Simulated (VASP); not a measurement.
# Al2Cu in VASP: further runs

The runs below take Al2Cu through single point, relaxation of cell and atoms, with LDA.

All numbers are computed with VASP 6.6.1; they aren't measurements. Logs are shortened: lines on timing, memory, paths and dates and some standing lists are left out, and cuts for length are marked.

**1. The cell of the first run**

The typed cell holds 3 atoms: a = 4.010 Å, b = 4.010 Å, c = 4.010 Å, α = 120.00°, β = 120.00°, γ = 90.00°.

**2. Single point, LDA**

Input file INCAR:

```
PREC = Accurate
ENCUT = 520
EDIFF = 1E-6
ISMEAR = 0
SIGMA = 0.1
LREAL = F
LASPH = T
NELM = 100
ALGO = Fast
ISIF = 2
LWAVE = F
LCHARG = T
LELF = T
LVHAR = T
NBANDS = 16
```

Input file KPOINTS:

```
Automatic mesh
0
Gamma
  14 14 14
```

Input file POSCAR:

```
Al2Cu
1.0
   -2.0047941017      2.0047941017      2.8351093506
    2.0047941017     -2.0047941017      2.8351093506
    2.0047941017      2.0047941017     -2.8351093506
Al Cu
2 1
Direct
    0.7500000000      0.2500000000      0.5000000000
    0.2500000000      0.7500000000      0.5000000000
    0.5000000000      0.5000000000      0.0000000000
```

Potentials or basis: VASP PAW LDA potentials, release 64 (Al, Cu).

Started as:

```console
> cat potpaw_LDA.64/Al/POTCAR potpaw_LDA.64/Cu/POTCAR > POTCAR
> mpirun -np 1 vasp_std > vasp.out
```

OUTCAR:

```text
PREC = Accurate
   ENCUT = 520
   EDIFF = 1E-6
   ISMEAR = 0
   LREAL = F
   LASPH = T
   NELM = 100
   ISIF = 2

 ion  position               nearest neighbor table
   1  0.750  0.250  0.500-   3 2.46   3 2.46   3 2.46   3 2.46   2 2.84   2 2.84   2 2.84   2 2.84
                             2 2.84   2 2.84
   2  0.250  0.750  0.500-   3 2.46   3 2.46   3 2.46   3 2.46   1 2.84   1 2.84   1 2.84   1 2.84
                             1 2.84   1 2.84
   3  0.500  0.500  0.000-   2 2.46   1 2.46   1 2.46   2 2.46   1 2.46   2 2.46   2 2.46   1 2.46

  LATTYP: Found a body centered tetragonal cell.
 ALAT       =     4.0095882034
 C/A-ratio  =     1.4141648502

  Lattice vectors:

 A1 = (  -2.0047941017,   2.0047941017,   2.8351093506)
 A2 = (   2.0047941017,  -2.0047941017,   2.8351093506)
 A3 = (   2.0047941017,   2.0047941017,  -2.8351093506)

Analysis of symmetry for initial positions (statically):
=====================================================================
 Subroutine PRICEL returns:
 Original cell was already a primitive cell.

 Routine SETGRP: Setting up the symmetry group for a
 body centered tetragonal supercell.

 Subroutine GETGRP returns: Found 16 space group operations
 (whereof 16 operations were pure point group operations)
 out of a pool of 16 trial point group operations.

The static configuration has the point symmetry D_4h.

Analysis of symmetry for dynamics (positions and initial velocities):
=====================================================================
 Subroutine PRICEL returns:
 Original cell was already a primitive cell.

 Routine SETGRP: Setting up the symmetry group for a
 body centered tetragonal supercell.

 Subroutine GETGRP returns: Found 16 space group operations
 (whereof 16 operations were pure point group operations)
 out of a pool of 16 trial point group operations.

The dynamic configuration has the point symmetry D_4h.

 Subroutine INISYM returns: Found 16 space group operations
 (whereof 16 operations are pure point group operations),
 and found     1 'primitive' translations

----------------------------------------------------------------------------------------

                                     Primitive cell

  volume of cell :      45.5795

  direct lattice vectors                    reciprocal lattice vectors
    -2.004794102  2.004794102  2.835109351     0.000000000  0.249402170  0.176360041
     2.004794102 -2.004794102  2.835109351     0.249402170  0.000000000  0.176360041
     2.004794102  2.004794102 -2.835109351     0.249402170  0.249402170  0.000000000

  length of vectors
     4.009519150  4.009519150  4.009519150     0.305457536  0.305457536  0.352707932

  position of ions in fractional coordinates (direct lattice)
     0.750000000  0.250000000  0.500000000
     0.250000000  0.750000000  0.500000000
     0.500000000  0.500000000  0.000000000

  ion indices of the primitive-cell ions
   primitive index   ion index
                 1           1
                 2           2
                 3           3

----------------------------------------------------------------------------------------

 KPOINTS: Automatic mesh

Automatic generation of k-mesh.
 Grid dimensions read from file:
 generate k-points for:   14   14   14

 Generating k-lattice:

  Cartesian coordinates                     Fractional coordinates (reciprocal lattice)
     0.000000000  0.017814441  0.012597146     0.071428571  0.000000000  0.000000000
     0.017814441  0.000000000  0.012597146     0.000000000  0.071428571  0.000000000
     0.017814441  0.017814441  0.000000000     0.000000000  0.000000000  0.071428571

  Length of vectors
     0.021818395  0.021818395  0.025193424

  Shift w.r.t. Gamma in fractional coordinates (k-lattice)
     0.000000000  0.000000000  0.000000000

 Subroutine IBZKPT returns following result:
 ===========================================

 Found    244 irreducible k-points:

 Following reciprocal coordinates:
            Coordinates               Weight
  0.000000  0.000000  0.000000      1.000000
  0.071429  0.000000 -0.000000      8.000000
  0.142857  0.000000 -0.000000      8.000000
  0.214286 -0.000000  0.000000      8.000000
  0.285714 -0.000000  0.000000      8.000000
  0.357143 -0.000000  0.000000      8.000000
[... 16 lines left out ...]
  0.214286  0.142857  0.000000     16.000000
  0.285714  0.142857  0.000000     16.000000
 [... further k-points ...]
   k-points           NKPTS =    244   k-points in BZ     NKDIM =    244   number of bands    NBANDS=     16
   number of dos      NEDOS =    301   number of ions     NIONS =      3
   total plane-waves  NPLWV =  27000
   dimension x,y,z NGX =    30 NGY =   30 NGZ =   30
   dimension x,y,z NGXF=    60 NGYF=   60 NGZF=   60
   ions per type =               2   1
   NGX,Y,Z   is equivalent  to a cutoff of  12.44, 12.44, 12.44 a.u.
   NGXF,Y,Z  is equivalent  to a cutoff of  24.88, 24.88, 24.88 a.u.
 SYSTEM =  unknown system
   PREC   = accura    normal or accurate (medium, high low for compatibility)
   ISTART =      0    job   : 0-new  1-cont  2-samecut
   ICHARG =      2    charge: 1-file 2-atom 10-const
   ISPIN  =      1    spin polarized calculation?
   LNONCOLLINEAR =      F non collinear calculations
   LSORBIT =      F    spin-orbit coupling
   LASPH  =      T    aspherical Exc in radial PAW
   ENCUT  =  520.0 eV  38.22 Ry    6.18 a.u.   7.46  7.46  7.46*2*pi/ulx,y,z
   NELM   =    100;   NELMIN=  2; NELMDL= -5     # of ELM steps
   EDIFF  = 0.1E-05   stopping-criterion for ELM
   LREAL  =      F    real-space projection
   EDIFFG = 0.1E-04   stopping-criterion for IOM
   NSW    =      0    number of steps for IOM
   IBRION =     -1    ionic relax: 0-MD 1-quasi-New 2-CG
   NFREE  =      0    steps in history (QN), initial steepest desc. (CG)
   ISIF   =      2    stress and relaxation
   ISYM   =      2    0-nonsym 1-usesym 2-fastsym
   POTIM  = 0.5000    time-step for ionic-motion
   TEBEG  =    0.0;   TEEND  =   0.0 temperature during run
   PSTRESS=    0.0 pullay stress
   NELECT =      17.0000    total number of electrons
   NUPDOWN=      -1.0000    fix difference up-down
   EMIN   =  10.00;   EMAX   =-10.00  energy-range for DOS
   EFERMI =   0.00;   METHOD = LEGACY
   ISMEAR =     0;   SIGMA  =   0.10  broadening in eV -4-tet -1-fermi 0-gaus
   EFERMI_NEDOS =   21; number of points for ismear=-14 and -15
   IALGO  =     68    algorithm
   IMIX   =      4    mixing-type and parameters
     AMIX     =   0.40;   BMIX     =  1.00
     AMIX_MAG =   1.60;   BMIX_MAG =  1.00
  volume/ion in A,a.u.               =      15.19       102.53
  Fermi-wavevector in a.u.,A,eV,Ry     =   1.178423  2.226897 18.894161  1.388682
  Thomas-Fermi vector in A             =   2.314753
   LORBIT       =      0    0 simple, 1 ext, 2 COOP (PROOUT), +10 PAW based schemes
   GGA     = CA    functional components
   LHFCALC =     F    Hartree Fock is set to
   AEXX    =    0.0000 exact exchange contribution
   IVDW    =     0    specifies the selected vdW correction
   LEPSILON=     F    determine dielectric tensor
   LRPA    =     F    only Hartree local field effects (RPA)
 non-spin polarized calculation
 RMM-DIIS sequential band-by-band and
 Gauss-broadening in eV      SIGMA  =   0.10
  energy-cutoff  :      520.00
  volume of cell :       45.58
 maximum number of plane-waves:      1244
 NGX is ok and might be reduce to    30
   NGX = 15   NGY = 15   NGZ = 15

 number of electron      17.0000014 magnetization

 Free energy of the ion-electron system (eV)
  ---------------------------------------------------
  ext. energy  EPLUGINS =         0.00000000
  ---------------------------------------------------
  free energy    TOTEN  =       -13.70461756 eV

  energy without entropy =      -13.69964011  energy(sigma->0) =      -13.70212884

 E-fermi :   7.2978     XC(G=0): -10.8584

 val. band max:        7.2782781076   @ k =  -0.2857   0.1429  -0.0000
 cond. band min:       7.3287134098   @ k =   0.1429   0.0000  -0.0000
 fundamental gap:      0.0504353023
 Fermi energy:         7.2977793382

 k-point     1 :       0.0000    0.0000    0.0000
  band No.  band energies     occupation
      1      -3.1803      2.00000
      2       2.4828      2.00000
      3       2.4829      2.00000
      4       2.4829      2.00000
      5       3.0704      2.00000
      6       3.0704      2.00000
[... 8 lines left out ...]
     15      14.4261      0.00000
     16      14.4277      0.00000

 k-point     2 :       0.0714    0.0000   -0.0000
  band No.  band energies     occupation
      1      -3.1099      2.00000
      2       2.4610      2.00000
      3       2.4940      2.00000
      4       2.4940      2.00000
      5       3.0674      2.00000
      6       3.0675      2.00000
[... 8 lines left out ...]
     15      13.6582      0.00000
     16      14.2409      0.00000

 k-point     3 :       0.1429    0.0000   -0.0000
  band No.  band energies     occupation
      1      -2.8994      2.00000
      2       2.3949      2.00000
      3       2.5241      2.00000
      4       2.5242      2.00000
      5       3.0614      2.00000
      6       3.0615      2.00000
[... 8 lines left out ...]
     15      13.4601      0.00000
     16      13.9422      0.00000

 k-point     4 :       0.2143   -0.0000    0.0000
  band No.  band energies     occupation
      1      -2.5518      2.00000
      2       2.2777      2.00000
      3       2.5637      2.00000
      4       2.5637      2.00000
      5       3.0597      2.00000
      6       3.0598      2.00000
[... 8 lines left out ...]
     15      13.2645      0.00000
     16      14.7633      0.00000
[... 324 lines left out ...]
 k-point    22 :       0.1429    0.1429   -0.0000
  band No.  band energies     occupation
      1      -2.4356      2.00000
      2       2.2690      2.00000
      3       2.5555      2.00000
      4       2.5955      2.00000
      5       3.0082      2.00000
      6       3.0994      2.00000
[... 8 lines left out ...]
     15      14.8777      0.00000
     16      16.1652      0.00000

 k-point    23 :       0.2143    0.1429    0.0000
  band No.  band energies     occupation
      1      -2.0018      2.00000
      2       2.1393      2.00000
      3       2.5666      2.00000
      4       2.6465      2.00000
      5       2.9959      2.00000
      6       3.1195      2.00000
[... 8 lines left out ...]
     15      14.9061      0.00000
     16      17.3092      0.00000

 k-point    24 :       0.2857    0.1429    0.0000
  band No.  band energies     occupation
      1      -1.4452      2.00000
      2       1.9022      2.00000
      3       2.5687      2.00000
      4       2.6848      2.00000
      5       3.0108      2.00000
      6       3.1352      2.00000
[... 8 lines left out ...]
     15      14.7030      0.00000
     16      18.1777      0.00000

 [... further k-points ...]

------------------------ aborting loop because EDIFF is reached ----------------------------------------

  FORCE on cell =-STRESS in cart. coord.  units (eV):
  Direction    XX          YY          ZZ          XY          YZ          ZX
  --------------------------------------------------------------------------------------
  -------------------------------------------------------------------------------------
  Total        0.0969984      0.0969984      0.0979448      0.0000000      0.0000000     -0.0000000
  in kB        3.4096171      3.4096171      3.4428863      0.0000000      0.0000000     -0.0000000
  external PRESSURE =       3.4207068 kB  Pullay stress =       0.0000000 kB

 VOLUME and BASIS-vectors are now :
 -----------------------------------------------------------------------------
  energy-cutoff  :      520.00
  volume of cell :       45.58
      direct lattice vectors                 reciprocal lattice vectors
    -2.004794102  2.004794102  2.835109351     0.000000000  0.249402170  0.176360041
     2.004794102 -2.004794102  2.835109351     0.249402170  0.000000000  0.176360041
     2.004794102  2.004794102 -2.835109351     0.249402170  0.249402170  0.000000000

 POSITION                                       TOTAL-FORCE (eV/Angst)
 -----------------------------------------------------------------------------------
      0.00000      2.00479      1.41755        -0.000000      0.000000     -0.000000
      2.00479      0.00000      1.41755         0.000000     -0.000000      0.000000
      0.00000      0.00000      2.83511        -0.000000      0.000000     -0.000000
 -----------------------------------------------------------------------------------
    total drift:                                0.000000     -0.000000      0.000000

  FREE ENERGIE OF THE ION-ELECTRON SYSTEM (eV)
  ---------------------------------------------------
  free  energy   TOTEN  =       -13.7046175640 eV

  energy  without entropy=      -13.6996401089  energy(sigma->0) =      -13.70212884
```

It took 90 s on 1 thread of Intel Xeon 6975P-C (Granite Rapids), shared host; peak memory 0.28 GiB.

What came out:

```yaml
Free_energy: -13.7046 eV
Pressure: 0.3 GPa
Band_gap_on_the_k_mesh: zero (an odd number of electrons rules out a gap without spin polarisation)
```

**3. Relaxation of cell and atoms, LDA**

This run uses another cell than the first one, of 15.67 Å³/atom.

Input file INCAR:

```
SYSTEM = Al2Cu
  PREC = Accurate
  ENCUT = 600
  EDIFF = 1E-6
  ISMEAR = 0
  SIGMA = 0.1
  LREAL = .False.
  LASPH = .True.
  NELM = 100
  ALGO = Fast
  ISIF = 3
  LWAVE = .False.
  LCHARG = .False.
  IBRION = 2
  NSW = 100
  EDIFFG = -0.005
```

Input file KPOINTS:

```
regular mesh
0
Gamma
  14 14 14
  0 0 0
```

Input file POSCAR:

```
Al2Cu
1.0
   -2.0303375000      2.0303375000      2.8510940000
    2.0303375000     -2.0303375000      2.8510940000
    2.0303375000      2.0303375000     -2.8510940000
Al Cu
2 1
Direct
    0.7500000000      0.2500000000      0.5000000000
    0.2500000000      0.7500000000      0.5000000000
    0.5000000000      0.5000000000      0.0000000000
```

Potentials or basis: VASP PAW LDA potentials, release 64 (Al, Cu).

Started as:

```console
> cat potpaw_LDA.64/Al/POTCAR potpaw_LDA.64/Cu/POTCAR > POTCAR
> mpirun -np 1 vasp_std > vasp.out
```

It took 3.5 min on 1 thread of Intel Xeon 6975P-C (Granite Rapids), shared host; peak memory 0.32 GiB.

The run converged. Its results:

- Free energy: -13.7050 eV
- Relaxed volume: 15.22 Å³/atom
- Relaxed cell: a = 4.012 Å, b = 4.012 Å, c = 4.012 Å, α = 120.01°, β = 120.01°, γ = 89.99°
- Space group after relaxing (to 0.1 Å): Fm-3m (No. 225)
- Energy gained by relaxing: 4.2 meV/atom
- Ionic steps: 7
- Pressure after relaxing: 0.0 GPa
- Band gap on the k mesh: zero (an odd number of electrons rules out a gap without spin polarisation)

The path:
| step | energy change (eV) | largest force (eV/Å) | pressure (GPa) | volume (Å³) |
| --- | --- | --- | --- | --- |
| 1 | 0.0000 | 0.0000 | -2.91 | 47.01 |
| 2 | -0.0095 | 0.0000 | 1.52 | 45.10 |
| 3 | -0.0123 | 0.0000 | -0.26 | 45.70 |
| 4 | -0.0122 | 0.0000 | 0.34 | 45.61 |
| 5 | -0.0123 | 0.0000 | 0.02 | 45.66 |
| 6 | -0.0125 | 0.0000 | 0.04 | 45.66 |
| 7 | -0.0125 | 0.0000 | 0.02 | 45.67 |

Final structure:
```
CELL_PARAMETERS angstrom
-2.00592 2.00592 2.83727
2.00592 -2.00592 2.83727
2.00592 2.00592 -2.83727
ATOMIC_POSITIONS crystal
Al 0.75000 0.25000 0.50000
Al 0.25000 0.75000 0.50000
Cu 0.50000 0.50000 0.00000
```

Levels at points of the mesh, in eV from the Fermi level:
```
           k point  band 7  band 8  band 9  band 10  band 11  band 12
(0.00, 0.00, 0.00)    2.92    2.92    2.92     3.03     3.03     3.03
(0.50, 0.00, 0.00)   -4.16    0.61    0.61     3.01     3.01     3.96
(0.50, 0.50, 0.00)   -3.91   -2.04   -2.04     0.43     1.53     9.14
(0.50, 0.50, 0.50)   -3.91   -2.04   -2.04     0.43     1.53     9.14
```
